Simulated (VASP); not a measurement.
Re:

```
Re
1.0
     2.70444    0.00000    0.00000
    -1.35222    2.34211    0.00000
     0.00000    0.00000    4.36719
Re
2
Direct
  0.66667 0.33333 0.75000
  0.33333 0.66667 0.25000
```

Base run:

| Item | Value |
| --- | --- |
| Program | VASP 6.6.1 |
| Functional | PBEsol |
| Potentials or basis | VASP PAW PBE potentials, release 64 (Re) |
| Cutoff | 520 eV |
| k mesh | 11 × 11 × 6 |
| Occupations | fermi-dirac, width 0.05 eV |
| Spin | no spin polarisation |

Its results: band gap on the k mesh zero (band 7 reaches 10.05 eV, above the bottom of band 8 at 6.60 eV); pressure 22.8 GPa.

Question: After a change of settings the same cell gave: band gap on the k mesh zero (band 7 reaches 10.27 eV, above the bottom of band 8 at 6.84 eV); pressure 36.6 GPa. Which change was it?
A. functional from PBEsol to LDA; potentials or basis from VASP PAW PBE potentials, release 64 (Re) to VASP PAW LDA potentials, release 64 (Re)
B. functional from PBEsol to revPBE; further incar settings from ALGO = Normal; EDIFF = 1e-07; NBANDS = 14 to ALGO = Normal; EDIFF = 1e-06; NBANDS = 14
C. functional from PBEsol to r2SCAN

Answer: B.

Caveats: the PAW data sets were made with another functional, which shifts forces and pressure a little; spin-orbit coupling is left out, which moves the levels of the heavy elements.
